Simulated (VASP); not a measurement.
# TiO2 in VASP: further runs

Runs on TiO2. Level: PBE. Tasks: single point.

All numbers are computed with VASP 6.6.1; they aren't measurements. Logs are shortened: lines on timing, memory, paths and dates and some standing lists are left out, and cuts for length are marked.

### Step 1. The cell of the first run

It takes space group Cmmm (No. 65, orthorhombic). The conventional cell has a = 6.440 Å, b = 6.570 Å, c = 2.959 Å, α = 90.00°, β = 90.00°, γ = 90.00°. Within 2.6 Å of Ti (site symmetry mmm) lie 6 O at 1.96 Å. Within 2.6 Å of Ti (site symmetry mmm) lie 6 O at 1.94 to 2.00 Å. O (site symmetry 2mm) has 3 Ti at 1.94 to 1.96 Å and 1 O at 2.52 Å within 2.6 Å. Within 2.6 Å of O (site symmetry m2m) lie 3 Ti at 1.96 to 2.00 Å and 1 O at 2.57 Å.

### Step 2. Single point, PBE

The input, INCAR:

```
  PREC = Accurate
  ENCUT = 520
  EDIFF = 1E-6
  ISMEAR = -1
  SIGMA = 0.05
  LREAL = False
  LASPH = True
  NELM = 80
  ALGO = Normal
  ISIF = 2
  LWAVE = False
  LCHARG = False
  GGA = PE
  NBANDS = 33
```

The input, KPOINTS:

```
Automatic mesh
0
Gamma
  5 5 8
```

The input, POSCAR:

```
TiO2
1.0
    4.5998373239     -0.0459983732      0.0000000000
   -0.0459983732      4.5998373239      0.0000000000
    0.0000000000      0.0000000000      2.9592135600
Ti O
2 4
Direct
    0.0000000000      0.0000000000      0.5000000000
    0.5000000000      0.5000000000      0.0000000000
    0.3043213200      0.3043213200      0.5000000000
    0.1956786800      0.8043213200      0.0000000000
    0.8043213200      0.1956786800      0.0000000000
    0.6956786800      0.6956786800      0.5000000000
```

Potentials or basis: VASP PAW PBE potentials, release 64 (Ti_sv, O).

Started as:

```sh
> cat potpaw_PBE.64/Ti_sv/POTCAR potpaw_PBE.64/O/POTCAR > POTCAR
> mpirun -np 1 vasp_std > vasp.out
```

OUTCAR:

```text
PREC = Accurate
   ENCUT = 520
   EDIFF = 1E-6
   ISMEAR = -1
   LREAL = False
   LASPH = True
   NELM = 80
   ISIF = 2
   GGA = PE

 ion  position               nearest neighbor table
   1  0.000  0.000  0.500-   3 1.96   6 1.96   5 1.96   4 1.96   4 1.96   5 1.96
   2  0.500  0.500  0.000-   3 1.94   6 1.94   3 1.94   6 1.94   5 2.00   4 2.00
   3  0.304  0.304  0.500-   2 1.94   2 1.94   1 1.96
   4  0.196  0.804  0.000-   1 1.96   1 1.96   2 2.00
   5  0.804  0.196  0.000-   1 1.96   1 1.96   2 2.00
   6  0.696  0.696  0.500-   2 1.94   2 1.94   1 1.96

  LATTYP: Found a base centered orthorhombic cell.
 ALAT       =     6.4401008049
 B/A-ratio  =     1.0202020202
 C/A-ratio  =     0.4594980187

  Lattice vectors:

 A1 = (   4.5998373239,  -0.0459983732,   0.0000000000)
 A2 = (  -0.0459983732,   4.5998373239,   0.0000000000)
 A3 = (   0.0000000000,   0.0000000000,   2.9592135600)

Analysis of symmetry for initial positions (statically):
=====================================================================
 Subroutine PRICEL returns:
 Original cell was already a primitive cell.

 Routine SETGRP: Setting up the symmetry group for a
 base centered orthorhombic supercell.

 Subroutine GETGRP returns: Found  8 space group operations
 (whereof  8 operations were pure point group operations)
 out of a pool of  8 trial point group operations.

The static configuration has the point symmetry D_2h.

Analysis of symmetry for dynamics (positions and initial velocities):
=====================================================================
 Subroutine PRICEL returns:
 Original cell was already a primitive cell.

 Routine SETGRP: Setting up the symmetry group for a
 base centered orthorhombic supercell.

 Subroutine GETGRP returns: Found  8 space group operations
 (whereof  8 operations were pure point group operations)
 out of a pool of  8 trial point group operations.

The dynamic configuration has the point symmetry D_2h.

 Subroutine INISYM returns: Found  8 space group operations
 (whereof  8 operations are pure point group operations),
 and found     1 'primitive' translations

----------------------------------------------------------------------------------------

                                     Primitive cell

  volume of cell :      62.6063

  direct lattice vectors                    reciprocal lattice vectors
     4.599837324 -0.045998373  0.000000000     0.217420735  0.002174207  0.000000000
    -0.045998373  4.599837324  0.000000000     0.002174207  0.217420735  0.000000000
     0.000000000  0.000000000  2.959213560     0.000000000  0.000000000  0.337927622

  length of vectors
     4.600067310  4.600067310  2.959213560     0.217431605  0.217431605  0.337927622

  position of ions in fractional coordinates (direct lattice)
     0.000000000  0.000000000  0.500000000
     0.500000000  0.500000000  0.000000000
     0.304321320  0.304321320  0.500000000
     0.195678680  0.804321320  0.000000000
     0.804321320  0.195678680  0.000000000
     0.695678680  0.695678680  0.500000000

  ion indices of the primitive-cell ions
   primitive index   ion index
                 1           1
                 2           2
                 3           3
                 4           4
                 5           5
                 6           6

----------------------------------------------------------------------------------------

 KPOINTS: Automatic mesh

Automatic generation of k-mesh.
 Grid dimensions read from file:
 generate k-points for:    5    5    8

 Generating k-lattice:

  Cartesian coordinates                     Fractional coordinates (reciprocal lattice)
     0.043484147  0.000434841  0.000000000     0.200000000  0.000000000  0.000000000
     0.000434841  0.043484147  0.000000000     0.000000000  0.200000000  0.000000000
     0.000000000  0.000000000  0.042240953     0.000000000  0.000000000  0.125000000

  Length of vectors
     0.043486321  0.043486321  0.042240953

  Shift w.r.t. Gamma in fractional coordinates (k-lattice)
     0.000000000  0.000000000  0.000000000

 Subroutine IBZKPT returns following result:
 ===========================================

 Found     45 irreducible k-points:

 Following reciprocal coordinates:
            Coordinates               Weight
  0.000000  0.000000  0.000000      1.000000
  0.200000  0.000000  0.000000      4.000000
  0.400000  0.000000  0.000000      4.000000
  0.200000  0.200000  0.000000      2.000000
  0.400000  0.200000  0.000000      4.000000
 -0.400000  0.200000  0.000000      4.000000
[... 16 lines left out ...]
  0.400000  0.200000  0.250000      8.000000
 -0.400000  0.200000  0.250000      8.000000
 [... further k-points ...]
   k-points           NKPTS =     45   k-points in BZ     NKDIM =     45   number of bands    NBANDS=     33
   number of dos      NEDOS =    301   number of ions     NIONS =      6
   total plane-waves  NPLWV =  31104
   dimension x,y,z NGX =    36 NGY =   36 NGZ =   24
   dimension x,y,z NGXF=    72 NGYF=   72 NGZF=   48
   ions per type =               2   4
   NGX,Y,Z   is equivalent  to a cutoff of  13.01, 13.01, 13.48 a.u.
   NGXF,Y,Z  is equivalent  to a cutoff of  26.02, 26.02, 26.97 a.u.
 SYSTEM =  unknown system
   PREC   = accura    normal or accurate (medium, high low for compatibility)
   ISTART =      0    job   : 0-new  1-cont  2-samecut
   ICHARG =      2    charge: 1-file 2-atom 10-const
   ISPIN  =      1    spin polarized calculation?
   LNONCOLLINEAR =      F non collinear calculations
   LSORBIT =      F    spin-orbit coupling
   LASPH  =      T    aspherical Exc in radial PAW
   ENCUT  =  520.0 eV  38.22 Ry    6.18 a.u.   8.55  8.55  5.50*2*pi/ulx,y,z
   NELM   =     80;   NELMIN=  2; NELMDL= -5     # of ELM steps
   EDIFF  = 0.1E-05   stopping-criterion for ELM
   LREAL  =      F    real-space projection
   EDIFFG = 0.1E-04   stopping-criterion for IOM
   NSW    =      0    number of steps for IOM
   IBRION =     -1    ionic relax: 0-MD 1-quasi-New 2-CG
   NFREE  =      0    steps in history (QN), initial steepest desc. (CG)
   ISIF   =      2    stress and relaxation
   ISYM   =      2    0-nonsym 1-usesym 2-fastsym
   POTIM  = 0.5000    time-step for ionic-motion
   TEBEG  =    0.0;   TEEND  =   0.0 temperature during run
   PSTRESS=    0.0 pullay stress
   NELECT =      48.0000    total number of electrons
   NUPDOWN=      -1.0000    fix difference up-down
   EMIN   =  10.00;   EMAX   =-10.00  energy-range for DOS
   EFERMI =   0.00;   METHOD = LEGACY
   ISMEAR =    -1;   SIGMA  =   0.05  broadening in eV -4-tet -1-fermi 0-gaus
   EFERMI_NEDOS =   21; number of points for ismear=-14 and -15
   IALGO  =     38    algorithm
   IMIX   =      4    mixing-type and parameters
     AMIX     =   0.40;   BMIX     =  1.00
     AMIX_MAG =   1.60;   BMIX_MAG =  1.00
  volume/ion in A,a.u.               =      10.43        70.41
  Fermi-wavevector in a.u.,A,eV,Ry     =   1.498359  2.831489 30.546176  2.245081
  Thomas-Fermi vector in A             =   2.610128
   LORBIT       =      0    0 simple, 1 ext, 2 COOP (PROOUT), +10 PAW based schemes
   GGA     = PE    functional components
   LHFCALC =     F    Hartree Fock is set to
   AEXX    =    0.0000 exact exchange contribution
   IVDW    =     0    specifies the selected vdW correction
   LEPSILON=     F    determine dielectric tensor
   LRPA    =     F    only Hartree local field effects (RPA)
 non-spin polarized calculation
  energy-cutoff  :      520.00
  volume of cell :       62.61
 maximum number of plane-waves:      1716
 NGX is ok and might be reduce to    36
   NGX = 17   NGY = 17   NGZ = 11

 number of electron      48.0000020 magnetization

 Free energy of the ion-electron system (eV)
  ---------------------------------------------------
  ext. energy  EPLUGINS =         0.00000000
  ---------------------------------------------------
  free energy    TOTEN  =       -53.63409741 eV

  energy without entropy =      -53.63409741  energy(sigma->0) =      -53.63409741

 E-fermi :   5.7212     XC(G=0): -11.3981

 val. band max:        4.8288373766   @ k =   0.0000   0.0000   0.0000
 cond. band min:       6.6686509605   @ k =   0.0000   0.0000   0.0000
 fundamental gap:      1.8398135840
 Fermi energy:         5.7211671965

 k-point     1 :       0.0000    0.0000    0.0000
  band No.  band energies     occupation
      1     -52.1448      2.00000
      2     -52.0619      2.00000
      3     -28.4592      2.00000
      4     -28.3866      2.00000
      5     -28.2485      2.00000
      6     -28.2477      2.00000
[... 25 lines left out ...]
     32      11.3116      0.00000
     33      11.4560      0.00000

 k-point     2 :       0.2000    0.0000    0.0000
  band No.  band energies     occupation
      1     -52.1445      2.00000
      2     -52.0622      2.00000
      3     -28.4471      2.00000
      4     -28.3743      2.00000
      5     -28.2624      2.00000
      6     -28.2610      2.00000
[... 25 lines left out ...]
     32      11.2020      0.00000
     33      11.3314      0.00000

 k-point     3 :       0.4000    0.0000    0.0000
  band No.  band energies     occupation
      1     -52.1439      2.00000
      2     -52.0626      2.00000
      3     -28.4226      2.00000
      4     -28.3420      2.00000
      5     -28.2961      2.00000
      6     -28.2887      2.00000
[... 25 lines left out ...]
     32      11.0128      0.00000
     33      11.1110      0.00000

 k-point     4 :       0.2000    0.2000    0.0000
  band No.  band energies     occupation
      1     -52.1442      2.00000
      2     -52.0624      2.00000
      3     -28.4212      2.00000
      4     -28.3915      2.00000
      5     -28.2900      2.00000
      6     -28.2446      2.00000
[... 673 lines left out ...]
     32      10.4076      0.00000
     33      10.7965      0.00000

 k-point    23 :       0.4000    0.2000    0.2500
  band No.  band energies     occupation
      1     -52.1237      2.00000
      2     -52.0430      2.00000
      3     -28.4818      2.00000
      4     -28.3931      2.00000
      5     -28.3590      2.00000
      6     -28.3258      2.00000
[... 25 lines left out ...]
     32      10.2920      0.00000
     33      11.0225      0.00000

 k-point    24 :      -0.4000    0.2000    0.2500
  band No.  band energies     occupation
      1     -52.1237      2.00000
      2     -52.0430      2.00000
      3     -28.4761      2.00000
      4     -28.3985      2.00000
      5     -28.3807      2.00000
      6     -28.2992      2.00000
[... 25 lines left out ...]
     32      10.4443      0.00000
     33      11.0856      0.00000

 [... further k-points ...]
[... 5 lines left out ...]
  --------------------------------------------------------------------------------------
  -------------------------------------------------------------------------------------
  Total        2.0387870      2.0387870      1.8220519      1.7974760      0.0000000      0.0000000
  in kB       52.1752589     52.1752589     46.6287203     45.9997916      0.0000000      0.0000000
  external PRESSURE =      50.3264127 kB  Pullay stress =       0.0000000 kB

 VOLUME and BASIS-vectors are now :
 -----------------------------------------------------------------------------
  energy-cutoff  :      520.00
  volume of cell :       62.61
      direct lattice vectors                 reciprocal lattice vectors
     4.599837324 -0.045998373  0.000000000     0.217420735  0.002174207  0.000000000
    -0.045998373  4.599837324  0.000000000     0.002174207  0.217420735  0.000000000
     0.000000000  0.000000000  2.959213560     0.000000000  0.000000000  0.337927622

 POSITION                                       TOTAL-FORCE (eV/Angst)
 -----------------------------------------------------------------------------------
      0.00000      0.00000      1.47961        -0.000000      0.000000      0.000000
      2.27692      2.27692      0.00000        -0.000000      0.000000      0.000000
      1.38583      1.38583      1.47961         0.019376      0.019376      0.000000
      0.86309      3.69075      0.00000         0.038884     -0.038884      0.000000
      3.69075      0.86309      0.00000        -0.038884      0.038884      0.000000
      3.16801      3.16801      1.47961        -0.019376     -0.019376      0.000000
 -----------------------------------------------------------------------------------
    total drift:                                0.000000      0.000000      0.000000

  FREE ENERGIE OF THE ION-ELECTRON SYSTEM (eV)
  ---------------------------------------------------
  free  energy   TOTEN  =       -53.6340974100 eV

  energy  without entropy=      -53.6340974094  energy(sigma->0) =      -53.63409741
```

Wall time 2.1 min (1 thread of Intel Xeon Platinum 8259CL at 2.50GHz (Skylake/Cascade Lake), shared host); peak memory 0.21 GiB.

What came out:

```
Free energy            : -53.6341 eV
Pressure               : 5.0 GPa
Largest force          : 0.055 eV/Å
Band gap on the k mesh : 1.84 eV, direct
```

Forces in eV/Å, atoms in the order of the input:
```
Ti   0.000  0.000  0.000
Ti   0.000  0.000  0.000
O    0.019  0.019  0.000
O    0.039 -0.039  0.000
O   -0.039  0.039  0.000
O   -0.019 -0.019  0.000
```

Levels at points of the mesh, in eV from the valence-band top:
| k point | band 21 | band 22 | band 23 | band 24 | band 25 | band 26 | band 27 | band 28 |
| --- | --- | --- | --- | --- | --- | --- | --- | --- |
| (0.00, 0.00, 0.00) | -0.70 | -0.49 | -0.42 | 0.00 | 1.84 | 2.13 | 2.37 | 2.44 |
| (0.00, 0.00, 0.50) | -2.43 | -2.30 | -1.52 | -1.32 | 2.89 | 3.01 | 3.07 | 3.22 |

A k mesh can miss the band edges. A hybrid or GW would open this gap; PBE tends to underestimate it.

### Step 3. Single point, PBE

This run uses another cell than the first one, of 10.65 Å³/atom, 1.021 times its volume.

The input, INCAR:

```
SYSTEM = TiO2
PREC = Accurate
ENCUT = 520
EDIFF = 1E-6
ISMEAR = -1
SIGMA = 0.05
LREAL = .FALSE.
LASPH = .TRUE.
NELM = 60
ALGO = Normal
ISIF = 2
LWAVE = .FALSE.
LCHARG = .FALSE.
GGA = PE
NBANDS = 33
```

The input, KPOINTS:

```
regular mesh
0
G
  6 6 9
  0 0 0
```

The input, POSCAR:

```
TiO2
1.0
    4.6433190154      0.0000000000      0.0000000000
    0.0000000000      4.6433190154      0.0000000000
    0.0000000000      0.0000000000      2.9638601953
Ti O
2 4
Direct
    0.0000000000      0.0000000000      0.5000000000
    0.5000000000      0.5000000000      0.0000000000
    0.3051281366      0.3051281366      0.5000000000
    0.1948718634      0.8051281366      0.0000000000
    0.8051281366      0.1948718634      0.0000000000
    0.6948718634      0.6948718634      0.5000000000
```

Potentials or basis: VASP PAW PBE potentials, release 64 (Ti_sv, O).

Started as:

```sh
> cat potpaw_PBE.64/Ti_sv/POTCAR potpaw_PBE.64/O/POTCAR > POTCAR
> mpirun -np 1 vasp_std > vasp.out
```

It took 2.5 min on 1 thread of Intel Xeon Platinum 8259CL at 2.50GHz (Skylake/Cascade Lake), shared host; peak memory 0.22 GiB.

The run converged. Its results:

```yaml
Free_energy: -53.6762 eV
Pressure: 0.7 GPa
Largest_force: 0.029 eV/Å
Band_gap_on_the_k_mesh: 1.84 eV, direct
```

Forces on the atoms (eV/Å):
```
Ti   0.000  0.000  0.000
Ti   0.000  0.000  0.000
O   -0.020 -0.020  0.000
O    0.020 -0.020  0.000
O   -0.020  0.020  0.000
O    0.020  0.020  0.000
```

Stress tensor (GPa, compression positive):
```
0.56 0.00 0.00
0.00 0.56 0.00
0.00 0.00 0.89
```

Levels at points of the mesh, in eV from the valence-band top:
```tsv
k point	band 21	band 22	band 23	band 24	band 25	band 26	band 27	band 28
(0.00, 0.00, 0.00)	-0.67	-0.43	-0.43	0.00	1.84	2.12	2.39	2.47
(0.50, 0.00, 0.00)	-1.55	-1.55	-0.71	-0.71	2.48	2.48	2.95	2.95
(0.50, 0.50, 0.00)	-1.24	-1.24	-1.04	-1.04	1.87	1.87	2.48	2.48
```

### Step 4. Single point, PBE

This run uses another cell than the first one, of 10.65 Å³/atom, 1.021 times its volume.

The input, INCAR:

```
PREC = Accurate
ENCUT = 520
EDIFF = 1E-6
ISMEAR = -1
SIGMA = 0.05
LREAL = F
LASPH = T
NELM = 60
ALGO = Normal
ISIF = 2
LWAVE = F
LCHARG = F
GGA = PE
NBANDS = 33
```

The input, KPOINTS:

```
Automatic mesh
0
Gamma
  6 6 9
```

The input, POSCAR:

```
TiO2
1.0
    4.6430353067      0.0000000000      0.0000000000
    0.0000000000      4.6430353067      0.0000000000
    0.0000000000      0.0000000000      2.9642415806
Ti O
2 4
Direct
    0.0000000000      0.0000000000      0.5000000000
    0.5000000000      0.5000000000      0.0000000000
    0.3051061029      0.3051061029      0.5000000000
    0.1948938971      0.8051061029      0.0000000000
    0.8051061029      0.1948938971      0.0000000000
    0.6948938971      0.6948938971      0.5000000000
```

Started as:

```sh
> cat potpaw_PBE.64/Ti_sv/POTCAR potpaw_PBE.64/O/POTCAR > POTCAR
> mpirun -np 1 vasp_std > vasp.out
```

It took 2.6 min on 1 thread of Intel Xeon Platinum 8259CL at 2.50GHz (Skylake/Cascade Lake), shared host; peak memory 0.22 GiB.

The run converged. Its results:

```
Free energy            : -53.6763 eV
Pressure               : 0.6 GPa
Largest force          : 0.026 eV/Å
Band gap on the k mesh : 1.83 eV, direct
```

Forces on the atoms (eV/Å):
```
Ti   0.000  0.000  0.000
Ti   0.000  0.000  0.000
O   -0.018 -0.018  0.000
O    0.018 -0.018  0.000
O   -0.018  0.018  0.000
O    0.018  0.018  0.000
```

Stress tensor (GPa, compression positive):
```
0.56 0.00 0.00
0.00 0.56 0.00
0.00 0.00 0.83
```

Levels at points of the mesh, in eV from the valence-band top:
| k point | band 22 | band 23 | band 24 | band 25 | band 26 | band 27 |
| --- | --- | --- | --- | --- | --- | --- |
| (0.00, 0.00, 0.00) | -0.43 | -0.43 | 0.00 | 1.83 | 2.12 | 2.39 |
| (0.50, 0.00, 0.00) | -1.55 | -0.71 | -0.71 | 2.48 | 2.48 | 2.95 |
| (0.50, 0.50, 0.00) | -1.25 | -1.04 | -1.04 | 1.87 | 1.87 | 2.48 |

A k mesh can miss the band edges.
